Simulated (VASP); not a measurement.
# Au (P6_3/mmc) in VASP: further runs

Au is run at these levels: r2SCAN; tasks: single point.

Everything below comes from runs of VASP 6.6.1. Logs are shortened: lines on timing, memory, paths and dates and some standing lists are left out, and cuts for length are marked.

## Step 1: The cell of the first run

The structure is hexagonal, space group P6_3/mmc (No. 194). Conventional cell: a = 3.051 Å, b = 3.051 Å, c = 4.365 Å, α = 90.00°, β = 90.00°, γ = 120.00°. Within 3.7 Å of Au (site symmetry -6m2) lie 12 Au at 2.80 to 3.05 Å.

This isn't the form of Au at room conditions, which is fcc.

## Step 2: Single point, r2SCAN

The input, POSCAR:

```
Au
1.0
    3.0511870452      0.0000000000      0.0000000000
   -1.5255935226      2.6424054928      0.0000000000
    0.0000000000      0.0000000000      4.3651926437
Au
2
Direct
    0.3333333333      0.6666666667      0.7500000000
    0.6666666667      0.3333333333      0.2500000000
```

The input, INCAR.step1:

```
PREC     = Accurate       # precision mode
ENCUT    = 520            # plane-wave cutoff, eV
ISMEAR   = 0              # smearing method
SIGMA    = 0.15           # smearing width, eV
LREAL    = False          # projectors in reciprocal space
LASPH    = True           # aspherical terms in the spheres
NELM     = 100            # most SCF steps
NBANDS   = 18             # bands
GGA      = PE             # functional
ALGO     = Normal         # electronic algorithm
EDIFF    = 1E-4           # SCF threshold, eV
LWAVE    = True           # write WAVECAR
LCHARG   = False          # write CHGCAR
```

The input, INCAR.step2:

```
PREC     = Accurate       # precision mode
ENCUT    = 520            # plane-wave cutoff, eV
EDIFF    = 1E-7           # SCF threshold, eV
ISMEAR   = 0              # smearing method
SIGMA    = 0.15           # smearing width, eV
LREAL    = False          # projectors in reciprocal space
LASPH    = True           # aspherical terms in the spheres
NELM     = 100            # most SCF steps
ALGO     = Normal         # electronic algorithm
ISIF     = 2              # what is computed and relaxed
LWAVE    = False          # write WAVECAR
LCHARG   = False          # write CHGCAR
METAGGA  = R2SCAN         # meta-GGA
LMIXTAU  = True         
NBANDS   = 18             # bands
ISTART   = 1
```

The input, KPOINTS:

```
Automatic mesh
0
Gamma
  24 24 14
```

Potentials or basis: VASP PAW PBE potentials, release 64 (Au).

The run is started by

```sh
cat potpaw_PBE.64/Au/POTCAR > POTCAR
cp INCAR.step1 INCAR
mpirun -np 1 vasp_std > vasp.out
cp INCAR.step2 INCAR
mpirun -np 1 vasp_std > vasp.out
```

OUTCAR:

```text
PREC = Accurate
   ENCUT = 520
   EDIFF = 1E-7
   ISMEAR = 0
   LREAL = False
   LASPH = True
   NELM = 100
   ISIF = 2
   METAGGA = R2SCAN
   ISTART = 1

 ion  position               nearest neighbor table
   1  0.333  0.667  0.750-   2 2.80   2 2.80   2 2.80   2 2.80   2 2.80   2 2.80
   2  0.667  0.333  0.250-   1 2.80   1 2.80   1 2.80   1 2.80   1 2.80   1 2.80

  LATTYP: Found a hexagonal cell.
 ALAT       =     3.0511870452
 C/A-ratio  =     1.4306538993

  Lattice vectors:

 A1 = (   3.0511870452,   0.0000000000,   0.0000000000)
 A2 = (  -1.5255935226,   2.6424054928,   0.0000000000)
 A3 = (   0.0000000000,   0.0000000000,   4.3651926437)

Analysis of symmetry for initial positions (statically):
=====================================================================
 Subroutine PRICEL returns:
 Original cell was already a primitive cell.

 Routine SETGRP: Setting up the symmetry group for a
 hexagonal supercell.

 Subroutine GETGRP returns: Found 24 space group operations
 (whereof 12 operations were pure point group operations)
 out of a pool of 24 trial point group operations.

The static configuration has the point symmetry D_3d.
 The point group associated with its full space group is D_6h.

Analysis of symmetry for dynamics (positions and initial velocities):
=====================================================================
 Subroutine PRICEL returns:
 Original cell was already a primitive cell.

 Routine SETGRP: Setting up the symmetry group for a
 hexagonal supercell.

 Subroutine GETGRP returns: Found 24 space group operations
 (whereof 12 operations were pure point group operations)
 out of a pool of 24 trial point group operations.

The dynamic configuration has the point symmetry D_3d.
 The point group associated with its full space group is D_6h.

 Subroutine INISYM returns: Found 24 space group operations
 (whereof 12 operations are pure point group operations),
 and found     1 'primitive' translations

----------------------------------------------------------------------------------------

                                     Primitive cell

  volume of cell :      35.1942

  direct lattice vectors                    reciprocal lattice vectors
     3.051187045  0.000000000  0.000000000     0.327741297  0.189221526  0.000000000
    -1.525593523  2.642405493  0.000000000     0.000000000  0.378443052  0.000000000
     0.000000000  0.000000000  4.365192644     0.000000000  0.000000000  0.229084964

  length of vectors
     3.051187045  3.051187045  4.365192644     0.378443052  0.378443052  0.229084964

  position of ions in fractional coordinates (direct lattice)
     0.333333333  0.666666667  0.750000000
     0.666666667  0.333333333  0.250000000

  ion indices of the primitive-cell ions
   primitive index   ion index
                 1           1
                 2           2

----------------------------------------------------------------------------------------

 KPOINTS: Automatic mesh

Automatic generation of k-mesh.
 Grid dimensions read from file:
 generate k-points for:   24   24   14

 Generating k-lattice:

  Cartesian coordinates                     Fractional coordinates (reciprocal lattice)
     0.013655887  0.007884230  0.000000000     0.041666667 -0.000000000  0.000000000
     0.000000000  0.015768461  0.000000000     0.000000000  0.041666667  0.000000000
     0.000000000  0.000000000  0.016363212     0.000000000  0.000000000  0.071428571

  Length of vectors
     0.015768461  0.015768461  0.016363212

  Shift w.r.t. Gamma in fractional coordinates (k-lattice)
     0.000000000  0.000000000  0.000000000

 Subroutine IBZKPT returns following result:
 ===========================================

 Found    488 irreducible k-points:

 Following reciprocal coordinates:
            Coordinates               Weight
  0.000000  0.000000  0.000000      1.000000
  0.041667  0.000000  0.000000      6.000000
  0.083333  0.000000  0.000000      6.000000
  0.125000  0.000000  0.000000      6.000000
  0.166667  0.000000  0.000000      6.000000
  0.208333  0.000000  0.000000      6.000000
[... 16 lines left out ...]
  0.416667  0.041667  0.000000     12.000000
  0.458333  0.041667  0.000000     12.000000
 [... further k-points ...]
   k-points           NKPTS =    488   k-points in BZ     NKDIM =    488   number of bands    NBANDS=     18
   number of dos      NEDOS =    301   number of ions     NIONS =      2
   total plane-waves  NPLWV =  18432
   dimension x,y,z NGX =    24 NGY =   24 NGZ =   32
   dimension x,y,z NGXF=    48 NGYF=   48 NGZF=   64
   ions per type =               2
   NGX,Y,Z   is equivalent  to a cutoff of  13.08, 13.08, 12.19 a.u.
   NGXF,Y,Z  is equivalent  to a cutoff of  26.15, 26.15, 24.37 a.u.
 SYSTEM =  unknown system
   PREC   = accura    normal or accurate (medium, high low for compatibility)
   ISTART =      1    job   : 0-new  1-cont  2-samecut
   ICHARG =      0    charge: 1-file 2-atom 10-const
   ISPIN  =      1    spin polarized calculation?
   LNONCOLLINEAR =      F non collinear calculations
   LSORBIT =      F    spin-orbit coupling
   LASPH  =      T    aspherical Exc in radial PAW
   ENCUT  =  520.0 eV  38.22 Ry    6.18 a.u.   5.67  5.67  8.12*2*pi/ulx,y,z
   NELM   =    100;   NELMIN=  2; NELMDL=  0     # of ELM steps
   EDIFF  = 0.1E-06   stopping-criterion for ELM
   LREAL  =      F    real-space projection
   EDIFFG = 0.1E-05   stopping-criterion for IOM
   NSW    =      0    number of steps for IOM
   IBRION =     -1    ionic relax: 0-MD 1-quasi-New 2-CG
   NFREE  =      0    steps in history (QN), initial steepest desc. (CG)
   ISIF   =      2    stress and relaxation
   ISYM   =      2    0-nonsym 1-usesym 2-fastsym
   POTIM  = 0.5000    time-step for ionic-motion
   TEBEG  =    0.0;   TEEND  =   0.0 temperature during run
   PSTRESS=    0.0 pullay stress
   NELECT =      22.0000    total number of electrons
   NUPDOWN=      -1.0000    fix difference up-down
   EMIN   =  10.00;   EMAX   =-10.00  energy-range for DOS
   EFERMI =   0.00;   METHOD = LEGACY
   ISMEAR =     0;   SIGMA  =   0.15  broadening in eV -4-tet -1-fermi 0-gaus
   EFERMI_NEDOS =   21; number of points for ismear=-14 and -15
   IALGO  =     38    algorithm
   IMIX   =      4    mixing-type and parameters
     AMIX     =   0.40;   BMIX     =  1.00
     AMIX_MAG =   1.60;   BMIX_MAG =  1.00
  volume/ion in A,a.u.               =      17.60       118.75
  Fermi-wavevector in a.u.,A,eV,Ry     =   1.399776  2.645193 26.658879  1.959372
  Thomas-Fermi vector in A             =   2.522802
   LORBIT       =      0    0 simple, 1 ext, 2 COOP (PROOUT), +10 PAW based schemes
   METAGGA = R2SCAN    functional components
   LHFCALC =     F    Hartree Fock is set to
   AEXX    =    0.0000 exact exchange contribution
   IVDW    =     0    specifies the selected vdW correction
   LEPSILON=     F    determine dielectric tensor
   LRPA    =     F    only Hartree local field effects (RPA)
 non-spin polarized calculation
 Gauss-broadening in eV      SIGMA  =   0.15
  energy-cutoff  :      520.00
  volume of cell :       35.19
 maximum number of plane-waves:       976
 NGX is ok and might be reduce to    24

 number of electron      21.9999998 magnetization

 Free energy of the ion-electron system (eV)
  ---------------------------------------------------
  ext. energy  EPLUGINS =         0.00000000
  ---------------------------------------------------
  free energy    TOTEN  =      -101.05261607 eV

  energy without entropy =     -101.04696506  energy(sigma->0) =     -101.04979057

 E-fermi :   8.7515     XC(G=0): -13.3726

 val. band max:        8.7451031162   @ k =   0.3333   0.2083   0.2143
 cond. band min:       8.7656767986   @ k =   0.3750   0.0000   0.4286
 fundamental gap:      0.0205736824
 Fermi energy:         8.7514757688

 k-point     1 :       0.0000    0.0000    0.0000
  band No.  band energies     occupation
      1      -0.9463      2.00000
      2       1.7143      2.00000
      3       4.1137      2.00000
      4       4.1137      2.00000
      5       4.3071      2.00000
      6       4.3071      2.00000
[... 10 lines left out ...]
     17      26.4611      0.00000
     18      27.6067      0.00000

 k-point     2 :       0.0417    0.0000    0.0000
  band No.  band energies     occupation
      1      -0.8980      2.00000
      2       1.7445      2.00000
      3       4.0625      2.00000
      4       4.1434      2.00000
      5       4.2850      2.00000
      6       4.2855      2.00000
[... 10 lines left out ...]
     17      26.6611      0.00000
     18      27.6174      0.00000

 k-point     3 :       0.0833    0.0000    0.0000
  band No.  band energies     occupation
      1      -0.7546      2.00000
      2       1.8314      2.00000
      3       3.9393      2.00000
      4       4.2156      2.00000
      5       4.2239      2.00000
      6       4.2315      2.00000
[... 10 lines left out ...]
     17      26.9854      0.00000
     18      27.6343      0.00000

 k-point     4 :       0.1250    0.0000    0.0000
  band No.  band energies     occupation
      1      -0.5209      2.00000
      2       1.9622      2.00000
      3       3.7904      2.00000
      4       4.0909      2.00000
      5       4.1312      2.00000
      6       4.3746      2.00000
[... 10 lines left out ...]
     17      27.3779      0.00000
     18      27.5855      0.00000

 k-point     5 :       0.1667    0.0000    0.0000
  band No.  band energies     occupation
      1      -0.2064      2.00000
      2       2.1122      2.00000
      3       3.6526      2.00000
      4       3.9056      2.00000
      5       4.0185      2.00000
      6       4.5247      2.00000
[... 10 lines left out ...]
     17      26.8083      0.00000
     18      27.5080      0.00000

 k-point     6 :       0.2083    0.0000    0.0000
  band No.  band energies     occupation
      1       0.1735      2.00000
      2       2.2418      2.00000
      3       3.5637      2.00000
      4       3.6689      2.00000
      5       3.8963      2.00000
      6       4.5257      2.00000
[... 10 lines left out ...]
     17      25.9639      0.00000
     18      26.7080      0.00000

 k-point     7 :       0.2500    0.0000    0.0000
  band No.  band energies     occupation
      1       0.5930      2.00000
      2       2.3062      2.00000
      3       3.4065      2.00000
      4       3.5633      2.00000
      5       3.7741      2.00000
      6       4.5740      2.00000
[... 10 lines left out ...]
     17      25.1927      0.00000
     18      25.5655      0.00000

 k-point     8 :       0.2917    0.0000    0.0000
  band No.  band energies     occupation
      1       1.0123      2.00000
      2       2.2908      2.00000
      3       3.1480      2.00000
      4       3.6593      2.00000
      5       3.6713      2.00000
      6       4.6776      2.00000
[... 10 lines left out ...]
     17      24.4838      0.00000
     18      25.6613      0.00000
[... 229 lines left out ...]
     17      24.8155      0.00000
     18      25.7214      0.00000

 k-point    20 :       0.2917    0.0417    0.0000
  band No.  band energies     occupation
      1       1.2360      2.00000
      2       2.2859      2.00000
      3       3.0080      2.00000
      4       3.6157      2.00000
      5       3.7165      2.00000
      6       4.7432      2.00000
[... 10 lines left out ...]
     17      24.1432      0.00000
     18      25.7697      0.00000

 k-point    21 :       0.3333    0.0417    0.0000
  band No.  band energies     occupation
      1       1.5596      2.00000
      2       2.2079      2.00000
      3       2.7973      2.00000
      4       3.5260      2.00000
      5       3.9644      2.00000
      6       4.8759      2.00000
[... 10 lines left out ...]
     17      23.4966      0.00000
     18      25.1721      0.00000

 k-point    22 :       0.3750    0.0417    0.0000
  band No.  band energies     occupation
      1       1.7789      2.00000
      2       2.1292      2.00000
      3       2.6320      2.00000
      4       3.4556      2.00000
      5       4.2656      2.00000
      6       4.8324      2.00000
[... 10 lines left out ...]
     17      22.8660      0.00000
     18      24.6860      0.00000

 k-point    23 :       0.4167    0.0417    0.0000
  band No.  band energies     occupation
      1       1.9032      2.00000
      2       2.0682      2.00000
      3       2.5188      2.00000
      4       3.4071      2.00000
      5       4.5409      2.00000
      6       4.8047      2.00000
[... 10 lines left out ...]
     17      22.3003      0.00000
     18      24.3569      0.00000

 k-point    24 :       0.4583    0.0417    0.0000
  band No.  band energies     occupation
      1       1.9583      2.00000
      2       2.0341      2.00000
      3       2.4613      2.00000
      4       3.3824      2.00000
      5       4.7041      2.00000
      6       4.7912      2.00000
[... 10 lines left out ...]
     17      21.9358      0.00000
     18      24.1940      0.00000

 [... further k-points ...]
[... 5 lines left out ...]
  --------------------------------------------------------------------------------------
  -------------------------------------------------------------------------------------
  Total        0.0449708      0.0449708      2.2236914      0.0000000      0.0000000      0.0000000
  in kB        2.0472454      2.0472454    101.2309659      0.0000000      0.0000000      0.0000000
  external PRESSURE =      35.1084856 kB  Pullay stress =       0.0000000 kB

 VOLUME and BASIS-vectors are now :
 -----------------------------------------------------------------------------
  energy-cutoff  :      520.00
  volume of cell :       35.19
      direct lattice vectors                 reciprocal lattice vectors
     3.051187045  0.000000000  0.000000000     0.327741297  0.189221526  0.000000000
    -1.525593523  2.642405493  0.000000000     0.000000000  0.378443052  0.000000000
     0.000000000  0.000000000  4.365192644     0.000000000  0.000000000  0.229084964

 POSITION                                       TOTAL-FORCE (eV/Angst)
 -----------------------------------------------------------------------------------
     -0.00000      1.76160      3.27389        -0.000000      0.000000      0.000000
      1.52559      0.88080      1.09130         0.000000     -0.000000      0.000000
 -----------------------------------------------------------------------------------
    total drift:                               -0.000000      0.000000     -0.000000

  FREE ENERGIE OF THE ION-ELECTRON SYSTEM (eV)
  ---------------------------------------------------
  free  energy   TOTEN  =      -101.0526160666 eV

  energy  without entropy=     -101.0469650642  energy(sigma->0) =     -101.04979057
```

It took 11 min on 1 thread of Intel Xeon 6975P-C (Granite Rapids), shared host; peak memory 0.36 GiB.

Results:

```
Free energy            : -101.0526 eV
Pressure               : 3.5 GPa
Band gap on the k mesh : zero (bands 11 and 12 overlap by 6.70 eV)
```

Caveat: the stress differs along the axes, from 0 to 10 GPa; the PAW data sets were made with another functional, which shifts forces and pressure a little; spin-orbit coupling is left out, which moves the levels of the heavy elements.

## Step 3: Single point, r2SCAN

This run uses another cell than the first one, of the same volume but with other edges.

The input, POSCAR:

```
Au
1.0
    2.7198694458      0.0000000000      0.0000000000
   -1.3599347229      2.3554760350      0.0000000000
    0.0000000000      0.0000000000      5.4934472869
Au
2
Direct
    0.3333333333      0.6666666667      0.7500000000
    0.6666666667      0.3333333333      0.2500000000
```

The input, INCAR.step1:

```
PREC = Accurate
ENCUT = 520
ISMEAR = 0
SIGMA = 0.15
LREAL = F
LASPH = T
NELM = 60
NBANDS = 18
GGA = PE
ALGO = Normal
EDIFF = 1E-4
LWAVE = T
LCHARG = F
```

The input, INCAR.step2:

```
PREC = Accurate
ENCUT = 520
EDIFF = 1E-6
ISMEAR = 0
SIGMA = 0.15
LREAL = F
LASPH = T
NELM = 60
ALGO = Normal
ISIF = 2
LWAVE = F
LCHARG = F
METAGGA = R2SCAN
LMIXTAU = T
NBANDS = 18
ISTART = 1
```

The input, KPOINTS:

```
regular mesh
0
Gamma
  24 24 14
```

Potentials or basis: VASP PAW PBE potentials, release 64 (Au).

The run is started by

```sh
cat potpaw_PBE.64/Au/POTCAR > POTCAR
cp INCAR.step1 INCAR
mpirun -np 1 vasp_std > vasp.out
cp INCAR.step2 INCAR
mpirun -np 1 vasp_std > vasp.out
```

Wall time 11 min (1 thread of Intel Xeon 6975P-C (Granite Rapids), shared host); peak memory 0.35 GiB.

The run converged. Its results:

```
Free energy            : -100.9546 eV
Pressure               : 8.9 GPa
Band gap on the k mesh : zero (bands 11 and 12 overlap by 7.77 eV)
```

Stress tensor (GPa, compression positive):
```
14.96  0.00  0.00
 0.00 14.96  0.00
 0.00  0.00 -3.10
```

Levels at points of the mesh, in eV from the Fermi level:
```csv
k point,band 9,band 10,band 11,band 12,band 13,band 14
"(0.00, 0.00, 0.00)",-2.88,-2.30,-2.30,-1.70,0.36,12.42
"(0.50, 0.00, 0.00)",-1.35,-1.30,0.89,2.38,5.45,6.90
"(0.00, 0.00, 0.50)",-2.57,-2.57,-2.57,-2.57,7.05,7.05
"(0.50, 0.00, 0.50)",-1.32,-1.32,0.92,0.92,4.92,4.92
```

Caveat: the stress differs along the axes, from -3 to 15 GPa; the PAW data sets were made with another functional, which shifts forces and pressure a little; spin-orbit coupling is left out, which moves the levels of the heavy elements.

The gap in the log of VASP goes by the Fermi energy; the results here count the filled bands.